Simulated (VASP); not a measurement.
# Li3ClO (Pm-3m) in VASP: a series of runs

Runs on Li3ClO. Level: LDA. Tasks: single point.

Everything below comes from runs of VASP 6.6.1. Logs are shortened: lines on timing, memory, paths and dates and some standing lists are left out, and cuts for length are marked.

## (1) The cell of the first run

It takes space group Pm-3m (No. 221, cubic). The conventional cell has a = 3.771 Å, b = 3.771 Å, c = 3.771 Å, α = 90.00°, β = 90.00°, γ = 90.00°. Within 3.5 Å of Cl (site symmetry m-3m) lie 12 Li at 2.67 Å and 8 O at 3.27 Å. Within 2.5 Å of O (site symmetry m-3m) lie 6 Li at 1.89 Å. Within 2.5 Å of Li (site symmetry 4/mmm) lie 2 O at 1.89 Å.

## (2) Single point, LDA

Input file INCAR:

```
PREC = Accurate ; ENCUT = 520
EDIFF = 1E-6 ; ISMEAR = 1
SIGMA = 0.01 ; LREAL = False
LASPH = True ; NELM = 100
ALGO = Normal ; ISIF = 2
LWAVE = False ; LCHARG = False
GGA = CA ; NBANDS = 19
```

Input file KPOINTS:

```
Automatic mesh
0
Gamma
  4 4 4
```

Input file POSCAR:

```
Li3ClO
1.0
    3.7708346748      0.0000000000      0.0000000000
    0.0000000000      3.7708346748      0.0000000000
    0.0000000000      0.0000000000      3.7708346748
Cl O Li
1 1 3
Direct
    0.0000000000      0.0000000000      0.0000000000
    0.5000000000      0.5000000000      0.5000000000
    0.5000000000      0.5000000000      0.0000000000
    0.0000000000      0.5000000000      0.5000000000
    0.5000000000      0.0000000000      0.5000000000
```

Potentials or basis: VASP PAW LDA potentials, release 64 (Cl, O, Li_sv).

Command:

```console
$ cat potpaw_LDA.64/Cl/POTCAR potpaw_LDA.64/O/POTCAR potpaw_LDA.64/Li_sv/POTCAR > POTCAR
$ mpirun -np 1 vasp_std > vasp.out
```

OUTCAR:

```text
PREC = Accurate
   ENCUT = 520
   EDIFF = 1E-6
   ISMEAR = 1
   LREAL = False
   LASPH = True
   NELM = 100
   ISIF = 2
   GGA = CA

 ion  position               nearest neighbor table
   1  0.000  0.000  0.000-
   2  0.500  0.500  0.500-   3 1.89   4 1.89   5 1.89   3 1.89   5 1.89   4 1.89
   3  0.500  0.500  0.000-   2 1.89   2 1.89
   4  0.000  0.500  0.500-   2 1.89   2 1.89
   5  0.500  0.000  0.500-   2 1.89   2 1.89

  LATTYP: Found a simple cubic cell.
 ALAT       =     3.7708346748

  Lattice vectors:

 A1 = (   3.7708346748,   0.0000000000,   0.0000000000)
 A2 = (   0.0000000000,   3.7708346748,   0.0000000000)
 A3 = (   0.0000000000,   0.0000000000,   3.7708346748)

Analysis of symmetry for initial positions (statically):
=====================================================================
 Subroutine PRICEL returns:
 Original cell was already a primitive cell.

 Routine SETGRP: Setting up the symmetry group for a
 simple cubic supercell.

 Subroutine GETGRP returns: Found 48 space group operations
 (whereof 48 operations were pure point group operations)
 out of a pool of 48 trial point group operations.

The static configuration has the point symmetry O_h .

Analysis of symmetry for dynamics (positions and initial velocities):
=====================================================================
 Subroutine PRICEL returns:
 Original cell was already a primitive cell.

 Routine SETGRP: Setting up the symmetry group for a
 simple cubic supercell.

 Subroutine GETGRP returns: Found 48 space group operations
 (whereof 48 operations were pure point group operations)
 out of a pool of 48 trial point group operations.

The dynamic configuration has the point symmetry O_h .

 Subroutine INISYM returns: Found 48 space group operations
 (whereof 48 operations are pure point group operations),
 and found     1 'primitive' translations

----------------------------------------------------------------------------------------

                                     Primitive cell

  volume of cell :      53.6182

  direct lattice vectors                    reciprocal lattice vectors
     3.770834675  0.000000000  0.000000000     0.265193276  0.000000000  0.000000000
     0.000000000  3.770834675  0.000000000     0.000000000  0.265193276  0.000000000
     0.000000000  0.000000000  3.770834675     0.000000000  0.000000000  0.265193276

  length of vectors
     3.770834675  3.770834675  3.770834675     0.265193276  0.265193276  0.265193276

  position of ions in fractional coordinates (direct lattice)
     0.000000000  0.000000000  0.000000000
     0.500000000  0.500000000  0.500000000
     0.500000000  0.500000000  0.000000000
     0.000000000  0.500000000  0.500000000
     0.500000000  0.000000000  0.500000000

  ion indices of the primitive-cell ions
   primitive index   ion index
                 1           1
                 2           2
                 3           3
                 4           4
                 5           5

----------------------------------------------------------------------------------------

 KPOINTS: Automatic mesh

Automatic generation of k-mesh.
 Grid dimensions read from file:
 generate k-points for:    4    4    4

 Generating k-lattice:

  Cartesian coordinates                     Fractional coordinates (reciprocal lattice)
     0.066298319  0.000000000  0.000000000     0.250000000  0.000000000  0.000000000
     0.000000000  0.066298319  0.000000000     0.000000000  0.250000000  0.000000000
     0.000000000  0.000000000  0.066298319     0.000000000  0.000000000  0.250000000

  Length of vectors
     0.066298319  0.066298319  0.066298319

  Shift w.r.t. Gamma in fractional coordinates (k-lattice)
     0.000000000  0.000000000  0.000000000

 Subroutine IBZKPT returns following result:
 ===========================================

 Found     10 irreducible k-points:

 Following reciprocal coordinates:
            Coordinates               Weight
  0.000000  0.000000  0.000000      1.000000
  0.250000  0.000000  0.000000      6.000000
  0.500000  0.000000  0.000000      3.000000
  0.250000  0.250000  0.000000     12.000000
  0.500000  0.250000  0.000000     12.000000
  0.500000  0.500000  0.000000      3.000000
  0.250000  0.250000  0.250000      8.000000
  0.500000  0.250000  0.250000     12.000000
  0.500000  0.500000  0.250000      6.000000
  0.500000  0.500000  0.500000      1.000000
   k-points           NKPTS =     10   k-points in BZ     NKDIM =     10   number of bands    NBANDS=     19
   number of dos      NEDOS =    301   number of ions     NIONS =      5
   total plane-waves  NPLWV =  21952
   dimension x,y,z NGX =    28 NGY =   28 NGZ =   28
   dimension x,y,z NGXF=    56 NGYF=   56 NGZF=   56
   ions per type =               1   1   3
   NGX,Y,Z   is equivalent  to a cutoff of  12.34, 12.34, 12.34 a.u.
   NGXF,Y,Z  is equivalent  to a cutoff of  24.69, 24.69, 24.69 a.u.
 SYSTEM =  unknown system
   PREC   = accura    normal or accurate (medium, high low for compatibility)
   ISTART =      0    job   : 0-new  1-cont  2-samecut
   ICHARG =      2    charge: 1-file 2-atom 10-const
   ISPIN  =      1    spin polarized calculation?
   LNONCOLLINEAR =      F non collinear calculations
   LSORBIT =      F    spin-orbit coupling
   LASPH  =      T    aspherical Exc in radial PAW
   ENCUT  =  520.0 eV  38.22 Ry    6.18 a.u.   7.01  7.01  7.01*2*pi/ulx,y,z
   NELM   =    100;   NELMIN=  2; NELMDL= -5     # of ELM steps
   EDIFF  = 0.1E-05   stopping-criterion for ELM
   LREAL  =      F    real-space projection
   EDIFFG = 0.1E-04   stopping-criterion for IOM
   NSW    =      0    number of steps for IOM
   IBRION =     -1    ionic relax: 0-MD 1-quasi-New 2-CG
   NFREE  =      0    steps in history (QN), initial steepest desc. (CG)
   ISIF   =      2    stress and relaxation
   ISYM   =      2    0-nonsym 1-usesym 2-fastsym
   POTIM  = 0.5000    time-step for ionic-motion
   TEBEG  =    0.0;   TEEND  =   0.0 temperature during run
   PSTRESS=    0.0 pullay stress
   NELECT =      22.0000    total number of electrons
   NUPDOWN=      -1.0000    fix difference up-down
   EMIN   =  10.00;   EMAX   =-10.00  energy-range for DOS
   EFERMI =   0.00;   METHOD = LEGACY
   ISMEAR =     1;   SIGMA  =   0.01  broadening in eV -4-tet -1-fermi 0-gaus
   EFERMI_NEDOS =   21; number of points for ismear=-14 and -15
   IALGO  =     38    algorithm
   IMIX   =      4    mixing-type and parameters
     AMIX     =   0.40;   BMIX     =  1.00
     AMIX_MAG =   1.60;   BMIX_MAG =  1.00
  volume/ion in A,a.u.               =      10.72        72.37
  Fermi-wavevector in a.u.,A,eV,Ry     =   1.216498  2.298849 20.134834  1.479869
  Thomas-Fermi vector in A             =   2.351850
   LORBIT       =      0    0 simple, 1 ext, 2 COOP (PROOUT), +10 PAW based schemes
   GGA     = CA    functional components
   LHFCALC =     F    Hartree Fock is set to
   AEXX    =    0.0000 exact exchange contribution
   IVDW    =     0    specifies the selected vdW correction
   LEPSILON=     F    determine dielectric tensor
   LRPA    =     F    only Hartree local field effects (RPA)
 non-spin polarized calculation
 Methfessel and Paxton  Order N= 1 SIGMA  =   0.01
  energy-cutoff  :      520.00
  volume of cell :       53.62
 maximum number of plane-waves:      1472
   NGX = 15   NGY = 15   NGZ = 15

 number of electron      21.9999974 magnetization

 Free energy of the ion-electron system (eV)
  ---------------------------------------------------
  ext. energy  EPLUGINS =         0.00000000
  ---------------------------------------------------
  free energy    TOTEN  =       -23.73524266 eV

  energy without entropy =      -23.73524266  energy(sigma->0) =      -23.73524266

 E-fermi :   2.3728     XC(G=0): -10.0109

 val. band max:        2.2946814117   @ k =   0.5000   0.5000   0.0000
 cond. band min:       6.9893620175   @ k =   0.5000   0.5000   0.0000
 fundamental gap:      4.6946806058
 Fermi energy:         2.3727655118

 k-point     1 :       0.0000    0.0000    0.0000
  band No.  band energies     occupation
      1     -40.0104      2.00000
      2     -39.8996      2.00000
      3     -39.8996      2.00000
      4     -12.8863      2.00000
      5     -11.7839      2.00000
      6      -0.9719      2.00000
[... 11 lines left out ...]
     18      14.6540      0.00000
     19      14.6540      0.00000

 k-point     2 :       0.2500    0.0000    0.0000
  band No.  band energies     occupation
      1     -39.9959      2.00000
      2     -39.9130      2.00000
      3     -39.8994      2.00000
      4     -12.7420      2.00000
      5     -11.9648      2.00000
      6      -1.1960      2.00000
[... 11 lines left out ...]
     18      14.1155      0.00000
     19      14.3341      0.00000

 k-point     3 :       0.5000    0.0000    0.0000
  band No.  band energies     occupation
      1     -39.9727      2.00000
      2     -39.9348      2.00000
      3     -39.8991      2.00000
      4     -12.4403      2.00000
      5     -12.3004      2.00000
      6      -1.4667      2.00000
[... 11 lines left out ...]
     18      13.5461      0.00000
     19      15.6850      0.00000

 k-point     4 :       0.2500    0.2500    0.0000
  band No.  band energies     occupation
      1     -39.9829      2.00000
      2     -39.9168      2.00000
      3     -39.9069      2.00000
      4     -12.6392      2.00000
      5     -12.0677      2.00000
      6      -1.5262      2.00000
[... 99 lines left out ...]
     18      15.8118      0.00000
     19      17.0455      0.00000

 k-point     9 :       0.5000    0.5000    0.2500
  band No.  band energies     occupation
      1     -39.9343      2.00000
      2     -39.9337      2.00000
      3     -39.9337      2.00000
      4     -12.5849      2.00000
      5     -12.0376      2.00000
      6      -1.8376      2.00000
[... 11 lines left out ...]
     18      15.9967      0.00000
     19      17.3732      0.00000

 k-point    10 :       0.5000    0.5000    0.5000
  band No.  band energies     occupation
      1     -39.9333      2.00000
      2     -39.9333      2.00000
      3     -39.9333      2.00000
      4     -12.6368      2.00000
      5     -11.9389      2.00000
      6      -1.6321      2.00000
[... 11 lines left out ...]
     18      13.8659      0.00000
     19      18.1151      0.00000

------------------------ aborting loop because EDIFF is reached ----------------------------------------

  FORCE on cell =-STRESS in cart. coord.  units (eV):
  Direction    XX          YY          ZZ          XY          YZ          ZX
  --------------------------------------------------------------------------------------
  -------------------------------------------------------------------------------------
  Total       -0.0151974     -0.0151974     -0.0151974      0.0000000      0.0000000     -0.0000000
  in kB       -0.4541179     -0.4541179     -0.4541179      0.0000000      0.0000000     -0.0000000
  external PRESSURE =      -0.4541179 kB  Pullay stress =       0.0000000 kB

 VOLUME and BASIS-vectors are now :
 -----------------------------------------------------------------------------
  energy-cutoff  :      520.00
  volume of cell :       53.62
      direct lattice vectors                 reciprocal lattice vectors
     3.770834675  0.000000000  0.000000000     0.265193276  0.000000000  0.000000000
     0.000000000  3.770834675  0.000000000     0.000000000  0.265193276  0.000000000
     0.000000000  0.000000000  3.770834675     0.000000000  0.000000000  0.265193276

 POSITION                                       TOTAL-FORCE (eV/Angst)
 -----------------------------------------------------------------------------------
      0.00000      0.00000      0.00000         0.000000      0.000000      0.000000
      1.88542      1.88542      1.88542         0.000000      0.000000      0.000000
      1.88542      1.88542      0.00000         0.000000      0.000000      0.000000
      0.00000      1.88542      1.88542         0.000000      0.000000      0.000000
      1.88542      0.00000      1.88542         0.000000      0.000000      0.000000
 -----------------------------------------------------------------------------------
    total drift:                                0.000000      0.000000      0.000000

  FREE ENERGIE OF THE ION-ELECTRON SYSTEM (eV)
  ---------------------------------------------------
  free  energy   TOTEN  =       -23.7352426577 eV

  energy  without entropy=      -23.7352426577  energy(sigma->0) =      -23.73524266
```

It took 6.1 s on 1 thread of Intel Xeon Platinum 8488C (Sapphire Rapids), shared host; peak memory 0.13 GiB.

What came out:

* Free energy: -23.7352 eV
* Band gap on the k mesh: 4.69 eV, direct

Caveat: the cutoff is under 1.25 times the usual one of these potentials, so pressure, stress and relaxed cells hold a basis-set (Pulay) error. A k mesh can miss the band edges.

## (3) Single point, LDA

Input file INCAR:

```
ALGO     = Normal         # electronic algorithm
EDIFF    = 1E-6           # SCF threshold, eV
ENCUT    = 520            # plane-wave cutoff, eV
ISIF     = 2              # what is computed and relaxed
ISMEAR   = 1              # smearing method
LASPH    = True           # aspherical terms in the spheres
LCHARG   = True           # write CHGCAR
LELF     = True           # ELF
LREAL    = False          # projectors in reciprocal space
LVHAR    = True         
LWAVE    = False          # write WAVECAR
NBANDS   = 19             # bands
NELM     = 60             # most SCF steps
PREC     = Accurate       # precision mode
SIGMA    = 0.01           # smearing width, eV
```

Input file KPOINTS:

```
k-points
0
Gamma
  4 4 4
```

POSCAR is that of step 2.

Potentials or basis: VASP PAW LDA potentials, release 64 (Cl, O, Li_sv).

Command:

```console
$ cat potpaw_LDA.64/Cl/POTCAR potpaw_LDA.64/O/POTCAR potpaw_LDA.64/Li_sv/POTCAR > POTCAR
$ mpirun -np 1 vasp_std > vasp.out
```

Wall time 6.9 s (1 thread of Intel Xeon Platinum 8488C (Sapphire Rapids), shared host); peak memory 0.13 GiB.

It converged, with:

```
Free energy            : -23.7352 eV
Band gap on the k mesh : 4.69 eV, direct
```

Levels at points of the mesh, in eV from the valence-band top:
```csv
k point,band 8,band 9,band 10,band 11,band 12,band 13,band 14,band 15
"(0.00, 0.00, 0.00)",-3.27,-0.59,-0.59,-0.59,5.30,6.95,6.95,12.24
"(0.50, 0.00, 0.00)",-2.46,-1.39,-1.39,-1.11,6.29,6.80,9.04,9.04
"(0.50, 0.50, 0.00)",-2.20,-1.14,0.00,0.00,4.69,7.03,7.80,7.80
"(0.50, 0.50, 0.50)",-3.93,-0.86,-0.86,-0.86,9.06,9.06,9.06,9.09
```

Caveat: the cutoff is under 1.25 times the usual one of these potentials, so pressure, stress and relaxed cells hold a basis-set (Pulay) error. Expect the measured gap to be larger: semilocal functionals such as LDA lack the derivative discontinuity.

## (4) Single point, LDA

This run uses another cell than the first one, of 10.51 Å³/atom, 0.980 times its volume.

Input file INCAR:

```
ALGO     = Normal         # electronic algorithm
EDIFF    = 1E-7           # SCF threshold, eV
ENCUT    = 520            # plane-wave cutoff, eV
ISIF     = 2              # what is computed and relaxed
ISMEAR   = 1              # smearing method
LASPH    = T              # aspherical terms in the spheres
LCHARG   = F              # write CHGCAR
LREAL    = F              # projectors in reciprocal space
LWAVE    = F              # write WAVECAR
NBANDS   = 19             # bands
NELM     = 80             # most SCF steps
PREC     = Accurate       # precision mode
SIGMA    = 0.01           # smearing width, eV
```

KPOINTS is that of step 3.

POSCAR, as its differences from that of step 3:

```diff
@@ -2,5 +2,5 @@
 1.0
-    3.7708346748      0.0000000000      0.0000000000
-    0.0000000000      3.7708346748      0.0000000000
-    0.0000000000      0.0000000000      3.7708346748
+    3.7455262970      0.0000000000      0.0000000000
+    0.0000000000      3.7455262970      0.0000000000
+    0.0000000000      0.0000000000      3.7455262970
 Cl O Li
```

Command:

```console
$ cat potpaw_LDA.64/Cl/POTCAR potpaw_LDA.64/O/POTCAR potpaw_LDA.64/Li_sv/POTCAR > POTCAR
$ mpirun -np 1 vasp_std > vasp.out
```

Run time: 6.2 s. Hardware: 1 thread of Intel Xeon Platinum 8488C (Sapphire Rapids), shared host; peak memory 0.13 GiB.

The run converged. Its results:

```yaml
Free_energy: -23.7298 eV
Band_gap_on_the_k_mesh: 4.71 eV, direct
```

Levels at points of the mesh, in eV from the valence-band top:
| k point | band 8 | band 9 | band 10 | band 11 | band 12 | band 13 | band 14 | band 15 |
| --- | --- | --- | --- | --- | --- | --- | --- | --- |
| (0.00, 0.00, 0.00) | -3.33 | -0.61 | -0.61 | -0.61 | 5.45 | 6.95 | 6.95 | 12.41 |
| (0.50, 0.00, 0.00) | -2.49 | -1.44 | -1.44 | -1.14 | 6.27 | 6.90 | 9.08 | 9.08 |
| (0.50, 0.50, 0.00) | -2.22 | -1.19 | 0.00 | 0.00 | 4.71 | 7.10 | 7.81 | 7.81 |
| (0.50, 0.50, 0.50) | -4.01 | -0.89 | -0.89 | -0.89 | 9.13 | 9.13 | 9.13 | 9.21 |

Caveat: the cutoff is under 1.25 times the usual one of these potentials, so pressure, stress and relaxed cells hold a basis-set (Pulay) error. As with any semilocal functional, this LDA gap is likely too small.
